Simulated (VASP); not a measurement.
A run of VASP 6.6.1 is set up as follows.

INCAR

```
PREC     = Accurate       # precision mode
ENCUT    = 600            # plane-wave cutoff, eV
EDIFF    = 1E-6           # SCF threshold, eV
ISMEAR   = 0              # smearing method
SIGMA    = 0.02           # smearing width, eV
LREAL    = False          # projectors in reciprocal space
LASPH    = True           # aspherical terms in the spheres
NELM     = 120            # most SCF steps
ALGO     = Normal         # electronic algorithm
ISIF     = 2              # what is computed and relaxed
LWAVE    = False          # write WAVECAR
LCHARG   = False          # write CHGCAR
GGA      = PE             # functional
IVDW     = 12             # dispersion correction
NBANDS   = 28             # bands
GGA_COMPAT= False
```

The input KPOINTS:

```
Automatic mesh
0
Gamma
  6 6 6
```

POSCAR

```
BaZrO3
1.0
    4.2028681330      0.0000000000      0.0000000000
    0.0000000000      4.2028681330      0.0000000000
    0.0000000000      0.0000000000      4.2028681330
Ba Zr O
1 1 3
Direct
    0.0000000000      0.0000000000      0.0000000000
    0.5000000000      0.5000000000      0.5000000000
    0.5000000000      0.5000000000      0.0000000000
    0.0000000000      0.5000000000      0.5000000000
    0.5000000000      0.0000000000      0.5000000000
```

Potentials or basis: VASP PAW PBE potentials, release 64 (Ba_sv, Zr_sv, O).

Launch:

```console
$ cat potpaw_PBE.64/Ba_sv/POTCAR potpaw_PBE.64/Zr_sv/POTCAR potpaw_PBE.64/O/POTCAR > POTCAR
$ mpirun -np 1 vasp_std > vasp.out
```

What does it give for the band gap on the k mesh?

3.17 eV (least direct gap 3.41 eV).

Predict the dispersion energy per atom.

-0.244 eV.

Caveat: spin-orbit coupling is left out, which moves the levels of the heavy elements. A k mesh can miss the band edges.
